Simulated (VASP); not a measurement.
# Os (P6_3/mmc) in VASP: further runs

The runs below take Os through single point, with r2SCAN.

Everything below comes from runs of VASP 6.6.1. Logs are shortened: lines on timing, memory, paths and dates and some standing lists are left out, and cuts for length are marked.

### Step 1. The cell of the first run

The structure is hexagonal, space group P6_3/mmc (No. 194). The conventional cell has a = 2.739 Å, b = 2.739 Å, c = 4.314 Å, α = 90.00°, β = 90.00°, γ = 120.00°. Os (site symmetry -6m2) has 12 Os at 2.67 to 2.74 Å within 3.5 Å.

### Step 2. Single point, r2SCAN

The input, POSCAR:

```
Os
1.0
    2.7393806551      0.0000000000      0.0000000000
   -1.3696903275      2.3723732379      0.0000000000
    0.0000000000      0.0000000000      4.3138178725
Os
2
Direct
    0.3333333333      0.6666666667      0.2500000000
    0.6666666667      0.3333333333      0.7500000000
```

The input, INCAR.step1:

```
SYSTEM = Os
PREC     = Accurate       ! precision mode
ENCUT    = 620            ! plane-wave cutoff, eV
ISMEAR   = -1             ! smearing method
SIGMA    = 0.1            ! smearing width, eV
LREAL    = .FALSE.        ! projectors in reciprocal space
LASPH    = .TRUE.         ! aspherical terms in the spheres
NELM     = 120            ! most SCF steps
NBANDS   = 23             ! bands
GGA      = PE             ! functional
ALGO     = Normal         ! electronic algorithm
EDIFF    = 1E-5           ! SCF threshold, eV
LWAVE    = .TRUE.         ! write WAVECAR
LCHARG   = .FALSE.        ! write CHGCAR
GGA_COMPAT= .FALSE.
```

The input, INCAR.step2:

```
SYSTEM = Os
PREC     = Accurate       ! precision mode
ENCUT    = 620            ! plane-wave cutoff, eV
EDIFF    = 1E-6           ! SCF threshold, eV
ISMEAR   = -1             ! smearing method
SIGMA    = 0.1            ! smearing width, eV
LREAL    = .FALSE.        ! projectors in reciprocal space
LASPH    = .TRUE.         ! aspherical terms in the spheres
NELM     = 120            ! most SCF steps
ALGO     = Normal         ! electronic algorithm
ISIF     = 2              ! what is computed and relaxed
LWAVE    = .FALSE.        ! write WAVECAR
LCHARG   = .FALSE.        ! write CHGCAR
METAGGA  = R2SCAN         ! meta-GGA
LMIXTAU  = .TRUE.       
NBANDS   = 23             ! bands
ISTART   = 1            
GGA_COMPAT= .FALSE.
```

The input, KPOINTS:

```
regular mesh
0
G
  8 8 5
  0 0 0
```

Potentials or basis: VASP PAW PBE potentials, release 64 (Os_sv_GW).

Run with:

```sh
cat potpaw_PBE.64/Os_sv_GW/POTCAR > POTCAR
cp INCAR.step1 INCAR
mpirun -np 1 vasp_std > vasp.out
cp INCAR.step2 INCAR
mpirun -np 1 vasp_std > vasp.out
```

OUTCAR:

```text
SYSTEM = Os
   PREC = Accurate
   ENCUT = 620
   EDIFF = 1E-6
   ISMEAR = -1
   LREAL = .FALSE.
   LASPH = .TRUE.
   NELM = 120
   ISIF = 2
   METAGGA = R2SCAN
   ISTART = 1

 ion  position               nearest neighbor table
   1  0.333  0.667  0.250-   2 2.67   2 2.67   2 2.67   2 2.67   2 2.67   2 2.67
   2  0.667  0.333  0.750-   1 2.67   1 2.67   1 2.67   1 2.67   1 2.67   1 2.67

  LATTYP: Found a hexagonal cell.
 ALAT       =     2.7393806551
 C/A-ratio  =     1.5747420368

  Lattice vectors:

 A1 = (   2.7393806551,   0.0000000000,   0.0000000000)
 A2 = (  -1.3696903275,   2.3723732379,   0.0000000000)
 A3 = (   0.0000000000,   0.0000000000,   4.3138178725)

Analysis of symmetry for initial positions (statically):
=====================================================================
 Subroutine PRICEL returns:
 Original cell was already a primitive cell.

 Routine SETGRP: Setting up the symmetry group for a
 hexagonal supercell.

 Subroutine GETGRP returns: Found 24 space group operations
 (whereof 12 operations were pure point group operations)
 out of a pool of 24 trial point group operations.

The static configuration has the point symmetry D_3d.
 The point group associated with its full space group is D_6h.

Analysis of symmetry for dynamics (positions and initial velocities):
=====================================================================
 Subroutine PRICEL returns:
 Original cell was already a primitive cell.

 Routine SETGRP: Setting up the symmetry group for a
 hexagonal supercell.

 Subroutine GETGRP returns: Found 24 space group operations
 (whereof 12 operations were pure point group operations)
 out of a pool of 24 trial point group operations.

The dynamic configuration has the point symmetry D_3d.
 The point group associated with its full space group is D_6h.

 Subroutine INISYM returns: Found 24 space group operations
 (whereof 12 operations are pure point group operations),
 and found     1 'primitive' translations

----------------------------------------------------------------------------------------

                                     Primitive cell

  volume of cell :      28.0348

  direct lattice vectors                    reciprocal lattice vectors
     2.739380655  0.000000000  0.000000000     0.365046018  0.210759417  0.000000000
    -1.369690328  2.372373238  0.000000000     0.000000000  0.421518834  0.000000000
     0.000000000  0.000000000  4.313817872     0.000000000  0.000000000  0.231813217

  length of vectors
     2.739380655  2.739380655  4.313817872     0.421518834  0.421518834  0.231813217

  position of ions in fractional coordinates (direct lattice)
     0.333333333  0.666666667  0.250000000
     0.666666667  0.333333333  0.750000000

  ion indices of the primitive-cell ions
   primitive index   ion index
                 1           1
                 2           2

----------------------------------------------------------------------------------------

 KPOINTS: regular mesh

Automatic generation of k-mesh.
 Grid dimensions read from file:
 generate k-points for:    8    8    5

 Generating k-lattice:

  Cartesian coordinates                     Fractional coordinates (reciprocal lattice)
     0.045630752  0.026344927  0.000000000     0.125000000  0.000000000  0.000000000
     0.000000000  0.052689854  0.000000000     0.000000000  0.125000000  0.000000000
     0.000000000  0.000000000  0.046362643     0.000000000  0.000000000  0.200000000

  Length of vectors
     0.052689854  0.052689854  0.046362643

  Shift w.r.t. Gamma in fractional coordinates (k-lattice)
     0.000000000  0.000000000  0.000000000

 Subroutine IBZKPT returns following result:
 ===========================================

 Found     30 irreducible k-points:

 Following reciprocal coordinates:
            Coordinates               Weight
  0.000000  0.000000  0.000000      1.000000
  0.125000  0.000000  0.000000      6.000000
  0.250000  0.000000  0.000000      6.000000
  0.375000 -0.000000  0.000000      6.000000
  0.500000  0.000000  0.000000      3.000000
  0.125000  0.125000  0.000000      6.000000
[... 16 lines left out ...]
  0.250000  0.000000  0.400000     12.000000
  0.375000 -0.000000  0.400000     12.000000
 [... further k-points ...]
   k-points           NKPTS =     30   k-points in BZ     NKDIM =     30   number of bands    NBANDS=     23
   number of dos      NEDOS =    301   number of ions     NIONS =      2
   total plane-waves  NPLWV =  20736
   dimension x,y,z NGX =    24 NGY =   24 NGZ =   36
   dimension x,y,z NGXF=    48 NGYF=   48 NGZF=   72
   ions per type =               2
   NGX,Y,Z   is equivalent  to a cutoff of  14.56, 14.56, 13.87 a.u.
   NGXF,Y,Z  is equivalent  to a cutoff of  29.13, 29.13, 27.75 a.u.
 SYSTEM =  Os
   PREC   = accura    normal or accurate (medium, high low for compatibility)
   ISTART =      1    job   : 0-new  1-cont  2-samecut
   ICHARG =      0    charge: 1-file 2-atom 10-const
   ISPIN  =      1    spin polarized calculation?
   LNONCOLLINEAR =      F non collinear calculations
   LSORBIT =      F    spin-orbit coupling
   LASPH  =      T    aspherical Exc in radial PAW
   ENCUT  =  620.0 eV  45.57 Ry    6.75 a.u.   5.56  5.56  8.76*2*pi/ulx,y,z
   NELM   =    120;   NELMIN=  2; NELMDL=  0     # of ELM steps
   EDIFF  = 0.1E-05   stopping-criterion for ELM
   LREAL  =      F    real-space projection
   EDIFFG = 0.1E-04   stopping-criterion for IOM
   NSW    =      0    number of steps for IOM
   IBRION =     -1    ionic relax: 0-MD 1-quasi-New 2-CG
   NFREE  =      0    steps in history (QN), initial steepest desc. (CG)
   ISIF   =      2    stress and relaxation
   ISYM   =      2    0-nonsym 1-usesym 2-fastsym
   POTIM  = 0.5000    time-step for ionic-motion
   TEBEG  =    0.0;   TEEND  =   0.0 temperature during run
   PSTRESS=    0.0 pullay stress
   NELECT =      32.0000    total number of electrons
   NUPDOWN=      -1.0000    fix difference up-down
   EMIN   =  10.00;   EMAX   =-10.00  energy-range for DOS
   EFERMI =   0.00;   METHOD = LEGACY
   ISMEAR =    -1;   SIGMA  =   0.10  broadening in eV -4-tet -1-fermi 0-gaus
   EFERMI_NEDOS =   21; number of points for ismear=-14 and -15
   IALGO  =     38    algorithm
   IMIX   =      4    mixing-type and parameters
     AMIX     =   0.40;   BMIX     =  1.00
     AMIX_MAG =   1.60;   BMIX_MAG =  1.00
  volume/ion in A,a.u.               =      14.02        94.59
  Fermi-wavevector in a.u.,A,eV,Ry     =   1.710904  3.233141 39.826893  2.927194
  Thomas-Fermi vector in A             =   2.789117
   LORBIT       =      0    0 simple, 1 ext, 2 COOP (PROOUT), +10 PAW based schemes
   METAGGA = R2SCAN    functional components
   LHFCALC =     F    Hartree Fock is set to
   AEXX    =    0.0000 exact exchange contribution
   IVDW    =     0    specifies the selected vdW correction
   LEPSILON=     F    determine dielectric tensor
   LRPA    =     F    only Hartree local field effects (RPA)
 non-spin polarized calculation
  energy-cutoff  :      620.00
  volume of cell :       28.03
 maximum number of plane-waves:      1008
 NGX is ok and might be reduce to    24
   NGX = 11   NGY = 11   NGZ = 17

 number of electron      32.0000000 magnetization

 Free energy of the ion-electron system (eV)
  ---------------------------------------------------
  ext. energy  EPLUGINS =         0.00000000
  ---------------------------------------------------
  free energy    TOTEN  =      -108.26007590 eV

  energy without entropy =     -108.23650216  energy(sigma->0) =     -108.24828903

 E-fermi :  13.4246     XC(G=0): -16.0048

 val. band max:       13.2771996526   @ k =   0.2500   0.0000   0.2000
 cond. band min:      13.5528615125   @ k =   0.0000   0.0000   0.0000
 fundamental gap:      0.2756618600
 Fermi energy:        13.4245899053

 k-point     1 :       0.0000    0.0000    0.0000
  band No.  band energies     occupation
      1     -75.2199      2.00000
      2     -75.0882      2.00000
      3     -34.5945      2.00000
      4     -33.5956      2.00000
      5     -33.5956      2.00000
      6     -33.4046      2.00000
[... 15 lines left out ...]
     22      27.5244      0.00000
     23      30.0758      0.00000

 k-point     2 :       0.1250    0.0000    0.0000
  band No.  band energies     occupation
      1     -75.2063      2.00000
      2     -75.0839      2.00000
      3     -34.5387      2.00000
      4     -33.7120      2.00000
      5     -33.6349      2.00000
      6     -33.5256      2.00000
[... 15 lines left out ...]
     22      28.7854      0.00000
     23      30.8103      0.00000

 k-point     3 :       0.2500    0.0000    0.0000
  band No.  band energies     occupation
      1     -75.1715      2.00000
      2     -75.0739      2.00000
      3     -34.3871      2.00000
      4     -33.9913      2.00000
      5     -33.8056      2.00000
      6     -33.7243      2.00000
[... 15 lines left out ...]
     22      28.0669      0.00000
     23      29.7485      0.00000

 k-point     4 :       0.3750   -0.0000    0.0000
  band No.  band energies     occupation
      1     -75.1320      2.00000
      2     -75.0680      2.00000
      3     -34.2692      2.00000
      4     -34.1915      2.00000
      5     -34.0704      2.00000
      6     -33.8088      2.00000
[... 15 lines left out ...]
     22      24.4344      0.00000
     23      27.2275      0.00000

 k-point     5 :       0.5000    0.0000    0.0000
  band No.  band energies     occupation
      1     -75.1124      2.00000
      2     -75.0693      2.00000
      3     -34.3835      2.00000
      4     -34.1764      2.00000
      5     -34.0756      2.00000
      6     -33.8430      2.00000
[... 434 lines left out ...]
 k-point    22 :       0.1250    0.0000    0.4000
  band No.  band energies     occupation
      1     -75.1640      2.00000
      2     -75.1263      2.00000
      3     -34.1835      2.00000
      4     -33.8599      2.00000
      5     -33.6127      2.00000
      6     -33.5617      2.00000
[... 15 lines left out ...]
     22      28.1102      0.00000
     23      29.8576      0.00000

 k-point    23 :       0.2500    0.0000    0.4000
  band No.  band energies     occupation
      1     -75.1377      2.00000
      2     -75.1077      2.00000
      3     -34.2513      2.00000
      4     -34.0793      2.00000
      5     -33.7410      2.00000
      6     -33.6355      2.00000
[... 15 lines left out ...]
     22      29.4443      0.00000
     23      30.3882      0.00000

 k-point    24 :       0.3750   -0.0000    0.4000
  band No.  band energies     occupation
      1     -75.1100      2.00000
      2     -75.0902      2.00000
      3     -34.4167      2.00000
      4     -34.3257      2.00000
      5     -33.7557      2.00000
      6     -33.7072      2.00000
[... 15 lines left out ...]
     22      26.3503      0.00000
     23      29.5731      0.00000

 [... further k-points ...]

------------------------ aborting loop because EDIFF is reached ----------------------------------------

  FORCE on cell =-STRESS in cart. coord.  units (eV):
  Direction    XX          YY          ZZ          XY          YZ          ZX
  --------------------------------------------------------------------------------------
  -------------------------------------------------------------------------------------
  Total       -0.3337337     -0.3337337     -0.0093307     -0.0000000      0.0000000      0.0000000
  in kB      -19.0727555    -19.0727555     -0.5332475     -0.0000000      0.0000000      0.0000000
  external PRESSURE =     -12.8929195 kB  Pullay stress =       0.0000000 kB

 VOLUME and BASIS-vectors are now :
 -----------------------------------------------------------------------------
  energy-cutoff  :      620.00
  volume of cell :       28.03
      direct lattice vectors                 reciprocal lattice vectors
     2.739380655  0.000000000  0.000000000     0.365046018  0.210759417  0.000000000
    -1.369690328  2.372373238  0.000000000     0.000000000  0.421518834  0.000000000
     0.000000000  0.000000000  4.313817872     0.000000000  0.000000000  0.231813217

 POSITION                                       TOTAL-FORCE (eV/Angst)
 -----------------------------------------------------------------------------------
     -0.00000      1.58158      1.07845         0.000000     -0.000000      0.000000
      1.36969      0.79079      3.23536        -0.000000      0.000000      0.000000
 -----------------------------------------------------------------------------------
    total drift:                                0.000000     -0.000000      0.000000

  FREE ENERGIE OF THE ION-ELECTRON SYSTEM (eV)
  ---------------------------------------------------
  free  energy   TOTEN  =      -108.2600758979 eV

  energy  without entropy=     -108.2365021605  energy(sigma->0) =     -108.24828903
```

Wall time 61 s (1 thread of Intel Xeon Platinum 8559C (Emerald Rapids), shared host); peak memory 0.18 GiB.

What came out:

* Free energy: -108.2601 eV
* Pressure: -1.3 GPa
* Band gap on the k mesh: zero (bands 16 and 17 overlap by 3.86 eV)

Stress tensor (GPa, compression positive):
```
-1.91  0.00  0.00
 0.00 -1.91  0.00
 0.00  0.00 -0.05
```

Levels at points of the mesh, in eV from the Fermi level:
| k point | band 12 | band 13 | band 14 | band 15 | band 16 | band 17 | band 18 | band 19 | band 20 | band 21 |
| --- | --- | --- | --- | --- | --- | --- | --- | --- | --- | --- |
| (0.00, 0.00, 0.00) | -3.03 | -2.73 | -2.16 | -2.16 | -1.54 | -1.54 | 0.13 | 1.87 | 1.87 | 9.66 |
| (0.50, 0.00, 0.00) | -3.59 | -2.94 | -2.56 | -1.80 | 2.22 | 2.81 | 2.96 | 4.70 | 6.06 | 9.81 |

Caveat: the PAW data sets were made with another functional, which shifts forces and pressure a little; spin-orbit coupling is left out, which moves the levels of the heavy elements.

(Part 1 of 2 ends here.)

The gap in the log of VASP goes by the Fermi energy; the results here count the filled bands.